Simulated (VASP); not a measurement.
Input of a VASP 6.6.1 run:

Contents of INCAR:

```
SYSTEM = Ti3HO7
  PREC = Accurate
  ENCUT = 520
  EDIFF = 1E-7
  ISMEAR = 1
  SIGMA = 0.05
  LREAL = .False.
  LASPH = .True.
  NELM = 150
  ALGO = Normal
  ISIF = 2
  LWAVE = .False.
  LCHARG = .False.
  ISPIN = 2
  MAGMOM = 0 0.375 0.375 0.375 0.375 0.375 0.375 0 0.375 0 0.375
  LORBIT = 11
  LMAXMIX = 4
  GGA = PS
  IVDW = 13
  NELECT = 81.0
  NBANDS = 54
```

File KPOINTS:

```
Automatic mesh
0
Gamma
  2 2 2
  0.5 0.5 0.5
```

The input POSCAR:

```
Ti3HO7
1.0
    4.5914140000      0.0000000000      0.0000000000
    0.0000000000      4.5914140000      0.0000000000
    0.0000000000      0.0000000000      5.8777420000
Ti O H
3 7 1
Direct
    0.9943550000      0.9984380000      0.9980030000
    0.0045160000      0.0033170000      0.4987410000
    0.5025060000      0.5048740000      0.7524110000
    0.3110780000      0.3070720000      0.0012600000
    0.6965900000      0.6960540000      0.0027320000
    0.6935000000      0.7037490000      0.4993300000
    0.1959000000      0.8020840000      0.2506790000
    0.1911900000      0.8041930000      0.7500650000
    0.8110250000      0.1915070000      0.2570270000
    0.8038420000      0.1922460000      0.7507510000
    0.3056300000      0.3046650000      0.5002820000
```

Potentials or basis: VASP PAW PBE potentials, release 64 (Ti_sv, O, H).

Run with:

```bash
$ cat potpaw_PBE.64/Ti_sv/POTCAR potpaw_PBE.64/O/POTCAR potpaw_PBE.64/H/POTCAR > POTCAR
$ mpirun -np 1 vasp_std > vasp.out
```

Question: Estimate the site moments.

Answer: Ti -0.04, -0.05 (each value once); O +0.20, +0.16, +0.18, +0.04, +0.12 (each value once); H +0.01 μB.

Question: Predict the net moment.

Answer: 1.00 μB per cell.

Forces in eV/Å, atoms in the order of the input:
```
Ti   0.255  0.062  3.440
Ti  -1.409 -1.403 -3.331
Ti   0.810  0.781  1.964
O   -0.830 -0.739 -1.987
O    0.491  0.534 -2.114
O    0.335  0.096  1.718
O   -0.787  1.199  0.429
O    0.884 -0.640 -0.272
O    1.034 -0.524  0.115
O   -0.531  0.908 -0.482
H   -0.252 -0.274  0.519
```

Caveat: the k points lie up to 0.68 Å⁻¹ apart; the cell carries a net charge on a neutralising background, which shifts energy and pressure; the PAW data sets were made with another functional, which shifts forces and pressure a little.
